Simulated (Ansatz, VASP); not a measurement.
**Two plane-wave programs on CuO**

The input INCAR:

```
SYSTEM = CuO
ALGO = Normal
EDIFF = 1E-7
ENCUT = 520
GGA = PS
ISIF = 2
ISMEAR = 0
LASPH = .True.
LCHARG = .False.
LREAL = .False.
LWAVE = .False.
NBANDS = 25
NELM = 80
PREC = Accurate
SIGMA = 0.4
```

File KPOINTS:

```
k-points
0
Gamma
  7 7 4
  0 0 0
```

The input POSCAR:

```
CuO
1.0
    2.8795009639      0.0000000000      0.0000000000
    0.0390727580      2.8792794796      0.0000000000
    0.0174953863      0.0172449008      5.1763391994
Cu O
2 2
Direct
    0.5000000000      0.0000000000      0.5000000000
    0.0000000000      0.5000000000      0.0000000000
    0.0015760300      0.9983282200      0.2501129000
    0.9984239700      0.0016717800      0.7498871000
```

Input for Ansatz:

```yaml
crystal:
  lattice:
    - [2.8795009639, 0.0, 0.0]
    - [0.039072758, 2.8792794796, 0.0]
    - [0.0174953863, 0.0172449008, 5.1763391994]
  atoms:
    - { symbol: Cu, position: [0.5, 0.0, 0.5] }
    - { symbol: Cu, position: [0.0, 0.5, 0.0] }
    - { symbol: O, position: [0.00157603, 0.99832822, 0.2501129] }
    - { symbol: O, position: [0.99842397, 0.00167178, 0.7498871] }
basis:
  ecutwfc: 420
kpoints:
  mp_grid: { grid: [7, 7, 4] }
hamiltonian:
  xc: pbesol
scf:
  occupations: { method: gaussian, width: 0.4 }
output:
  forces: true
  stress: true
  eigenvalues: true
```

Alike in both runs: task single point; functional PBEsol; k mesh 7 × 7 × 4; occupations gaussian, width 0.4 eV; no spin polarisation.

|  | VASP | Ansatz |
| --- | --- | --- |
| version | VASP 6.6.1 | Ansatz 0.2.0 |
| potentials or method | VASP PAW PBE potentials, release 64 (Cu, O), cutoff 520 eV | scalar-relativistic, plane waves, PAW |
| valence electrons in the cell | 34 | 50 |

|  | VASP | Ansatz | Ansatz less VASP |
| --- | --- | --- | --- |
| gap on the k mesh at the Fermi level (eV) | none | none | - |
| pressure (GPa) | -1.2 | -1.9 | -0.72 |
| traceless stress, the component that is largest in VASP (GPa) | -2.03 | -2.33 | -0.303 |
| rms of the force components (eV/Å) | 0.005 | 0.005 | +0.0002 |

VASP's potentials were made for PBE, not for PBEsol. Atom by atom the forces differ by 0.000 eV/Å (rms over components). A gap of «none» marks a metal or a gap that the smearing closes. With one functional, cell and mesh, what is left measures potentials, basis and numerics. VASP's potentials hold 34 valence electrons a cell and Ansatz's 50, so a difference there can come from the potentials and not from the codes.
